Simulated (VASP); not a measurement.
Wanted: the native input for a VASP 6.6.1 run.

```yaml
Task: single point
Functional: LDA
Potentials_or_basis: VASP PAW LDA potentials, release 64 (Li_sv, Hf_pv, N)
Cutoff: 750 eV
k_mesh: 9 × 9 × 6
Occupations: gaussian, width 0.05 eV
Spin: no spin polarisation
Dipole_correction: no
Further_INCAR_settings: ALGO = Normal; EDIFF = 1e-06; NBANDS = 21
```

The structure of Li2HfN2 lies in POSCAR:

```
Li2HfN2
1.0
    3.2371209533      0.0000000000      0.0000000000
   -1.6185604767      2.8034289807      0.0000000000
    0.0000000000      0.0000000000      5.6405389872
Li Hf N
2 1 2
Direct
    0.6666666667      0.3333333333      0.3827885700
    0.3333333333      0.6666666667      0.6172114300
    0.0000000000      0.0000000000      0.0000000000
    0.6666666667      0.3333333333      0.7793848600
    0.3333333333      0.6666666667      0.2206151400
```

This cell differs from its parent crystal: strain +0.000 along x and y, +0.040 along z.

The input as run:

INCAR

```
PREC = Accurate
ENCUT = 750
EDIFF = 1E-6
ISMEAR = 0
SIGMA = 0.05
LREAL = F
LASPH = T
NELM = 120
ALGO = Normal
ISIF = 2
LWAVE = F
LCHARG = F
GGA = CA
NBANDS = 21
GGA_COMPAT = F
```

KPOINTS

```
regular mesh
0
Gamma
  9 9 6
```

Potentials or basis: VASP PAW LDA potentials, release 64 (Li_sv, Hf_pv, N).

Command:

```bash
$ cat potpaw_LDA.64/Li_sv/POTCAR potpaw_LDA.64/Hf_pv/POTCAR potpaw_LDA.64/N/POTCAR > POTCAR
$ mpirun -np 1 vasp_std > vasp.out
```

Results of the run:

The pressure is -12.2 GPa and the largest force is 0.620 eV/Å. The band gap on the k mesh is 1.62 eV (least direct gap 2.42 eV).

Caveat: the cell differs from its parent crystal (strain +0.000 along x and y, +0.040 along z); the cell stands under tension; spin-orbit coupling is left out, which moves the levels of the heavy elements; an odd mesh through Γ misses points on the zone boundary, where band edges can lie.

Run time: 61 s on 1 thread of Intel(R) Xeon(R) 6975P-C (Granite Rapids), on a shared host, peak memory 0.24 GiB.
